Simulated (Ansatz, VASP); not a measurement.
## One calculation of MgCd3Se2, two programs

```xyz
6
Lattice="3.9457 0.0000 0.0000 0.0000 3.9457 0.0000 0.0000 0.0000 10.0414" Properties=species:S:1:pos:R:3 pbc="T T T"
Mg    0.0000    0.0000    0.0000
Cd    1.9729    1.9729    1.5777
Cd    1.9729    1.9729    5.0207
Cd    1.9729    1.9729    8.4637
Se    0.0000    0.0000    2.5037
Se    0.0000    0.0000    7.5377
```

Change from the starting cell: species swapped into the Al3Ni2Pt type (P4/mmm, No. 123).

Alike in both runs: functional PBE; k mesh 10 × 10 × 4; occupations gaussian, width 0.1 eV; no spin polarisation.

Ansatz relaxed the structure, and its values are those at the end. VASP's run is a single point on that final structure, the one shown.

|  | VASP | Ansatz |
| --- | --- | --- |
| version | VASP 6.6.1 | Ansatz 0.2.0 |
| potentials or method | VASP PAW PBE potentials, release 64 (Mg, Cd, Se), cutoff 520 eV | scalar-relativistic, plane waves, PAW |
| valence electrons in the cell | 50 | 102 |

|  | VASP | Ansatz | Ansatz less VASP |
| --- | --- | --- | --- |
| gap on the k mesh at the Fermi level (eV) | none | none | - |
| pressure (GPa) | 0.1 | 0.0 | -0.11 |
| rms of the force components (eV/Å) | 0.007 | 0.001 | -0.0059 |

A gap of «none» marks a metal or a gap that the smearing closes. VASP's potentials hold 50 valence electrons a cell and Ansatz's 102, so a difference there can come from the potentials and not from the codes.
